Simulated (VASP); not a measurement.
The system is P.

```
CELL_PARAMETERS angstrom
6.40046 0.00000 0.00000
-3.20023 5.54296 0.00000
0.00000 0.00000 2.91691
ATOMIC_POSITIONS crystal
P 0.81000 0.19000 0.50000
P 0.81000 0.62000 0.50000
P 0.38000 0.19000 0.50000
P 0.19000 0.81000 0.50000
P 0.19000 0.38000 0.50000
P 0.62000 0.81000 0.50000
P 0.33333 0.66667 0.00000
P 0.66667 0.33333 0.00000
```

| Property | Result |
| --- | --- |
| Program | VASP 6.6.1 |
| Task | relaxation of cell and atoms |
| Functional | PBE |
| Potentials or basis | VASP PAW PBE potentials, release 64 (P) |
| Cutoff | 600 eV |
| k mesh | 3 × 3 × 6 |
| Occupations | gaussian, width 0.1 eV |
| Spin | no spin polarisation |

At the start: pressure 43.4 GPa; volume 12.94 Å³/atom.

Problem. Where does the relaxation end?

Solution. Over 19 steps the energy falls by 639.2 meV/atom and the volume is 18.58 Å³/atom (+43.6 %); space group P6/mmm (No. 191, to 0.05 Å).

The path:
| step | energy change (eV) | largest force (eV/Å) | pressure (GPa) | volume (Å³) |
| --- | --- | --- | --- | --- |
| 1 | 0.0000 | 1.5421 | 43.40 | 103.48 |
| 2 | -4.5690 | 0.1266 | -4.98 | 165.11 |
| 3 | -4.7753 | 0.1764 | 0.42 | 147.14 |
| 4 | -4.7893 | 0.1594 | -1.19 | 151.28 |
| 5 | -4.7899 | 0.1651 | -0.77 | 150.20 |
| 6 | -4.9336 | 0.0643 | 0.15 | 148.94 |
| 7 | -4.9567 | 0.1402 | 1.02 | 148.41 |
| 8 | -4.9747 | 0.4444 | 2.06 | 147.27 |
| 9 | -5.0465 | 0.3279 | -0.29 | 152.36 |
| 10 | -5.0477 | 0.3060 | -0.60 | 153.07 |
| 11 | -5.0783 | 0.1304 | -0.55 | 151.87 |
| 12 | -5.0930 | 0.0334 | -0.43 | 150.41 |
| 13 | -5.0980 | 0.0566 | 0.49 | 147.53 |
| 14 | -5.1001 | 0.0217 | -0.23 | 149.13 |
| 15 | -5.1016 | 0.0101 | 0.07 | 148.33 |
| 16 | -5.1115 | 0.0236 | 0.27 | 147.41 |
| 17 | -5.1135 | 0.0216 | 0.20 | 147.67 |
| 18 | -5.1135 | 0.0214 | 0.20 | 147.68 |
| 19 | -5.1138 | 0.0096 | -0.20 | 148.62 |

Final structure:
```
P
1.0
     6.73338    0.00000    0.00000
    -3.36669    5.83128    0.00000
     0.00000    0.00000    3.78521
P
8
Direct
  0.80723 0.19277 0.50000
  0.80723 0.61446 0.50000
  0.38554 0.19277 0.50000
  0.19277 0.80723 0.50000
  0.19277 0.38554 0.50000
  0.61446 0.80723 0.50000
  0.33333 0.66667 0.00000
  0.66667 0.33333 0.00000
```

Caveat: the k points lie up to 0.36 Å⁻¹ apart in the final cell; the volume moved by over 15 % at a fixed basis, so the end points are rough.
